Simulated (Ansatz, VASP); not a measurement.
# Two plane-wave programs on PtSe

```
Pt Se
1.0
     3.85660    0.00000    0.00000
    -1.92830    3.33991    0.00000
     0.00000    0.00000   26.40657
Pt Se
1 1
Direct
  0.00000 0.00000 0.31935
  0.66667 0.33333 0.28656
```

Change from the starting cell: species swapped into a sheet of the SnSb type.

Alike in both runs: functional PBE; k mesh 6 × 6 × 1; occupations gaussian, width 0.1 eV; no spin polarisation.

Ansatz relaxed the structure, and its values are those at the end. VASP's run is a single point on that final structure, the one shown.

|  | VASP | Ansatz |
| --- | --- | --- |
| version | VASP 6.6.1 | Ansatz 0.2.0 |
| potentials or method | VASP PAW PBE potentials, release 64 (Pt, Se), cutoff 520 eV | scalar-relativistic, plane waves, PAW |
| valence electrons in the cell | 16 | 34 |

```tsv
	VASP	Ansatz	Ansatz less VASP
gap on the k mesh at the Fermi level (eV)	none	none	-
rms of the force components (eV/Å)	0.018	0.002	-0.0163
```

A gap of «none» marks a metal or a gap that the smearing closes. VASP's potentials hold 16 valence electrons a cell and Ansatz's 34, so a difference there can come from the potentials and not from the codes. Ansatz's warnings: slab cell height set, structure snapped to symmetry.

Neither program's run includes spin-orbit coupling.
